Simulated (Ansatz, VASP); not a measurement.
One calculation of Be2Ag2BAs, two programs

```xyz
6
Lattice="3.8669 0.0000 0.0000 0.0000 3.8669 0.0000 0.0000 0.0000 5.0932" Properties=species:S:1:pos:R:3 pbc="T T T"
Be    0.0000    1.9334    2.5466
Be    1.9334    0.0000    2.5466
Ag    1.9334    1.9334    1.1409
Ag    1.9334    1.9334    3.9523
B     0.0000    0.0000    0.0000
As    0.0000    0.0000    2.5466
```

Change from the starting cell: species swapped into the CeCr2Si2C type (P4/mmm, No. 123).

Alike in both runs: task relaxation of cell and atoms; functional PBE; k mesh 4 × 4 × 4; occupations gaussian, width 0.1 eV; no spin polarisation.

|  | VASP | Ansatz |
| --- | --- | --- |
| version | VASP 6.6.1 | Ansatz 0.2.0 |
| potentials or method | VASP PAW PBE potentials, release 64 (Be, Ag, B, As), cutoff 600 eV | scalar-relativistic, plane waves, PAW |
| valence electrons in the cell | 34 | 60 |

Ansatz gave:

| Quantity | Value |
| --- | --- |
| gap on the k mesh at the Fermi level, each at its own relaxed structure (eV) | none |
| relaxed volume (Å³/atom) | 16.66 |
| relaxed cell length with the largest relative difference (Å) | 4.408 |

Task: Estimate VASP's values.

Result: gap on the k mesh at the Fermi level, each at its own relaxed structure (eV): none; relaxed volume (Å³/atom): 16.69; relaxed cell length with the largest relative difference (Å): 4.414.

A gap of «none» marks a metal or a gap that the smearing closes. VASP's potentials hold 34 valence electrons a cell and Ansatz's 60, so a difference there can come from the potentials and not from the codes.

The k mesh is coarse, so the values compare programs but aren't converged. Noted on VASP's run: the volume moved by over 15 % at a fixed basis, so the end points are rough.
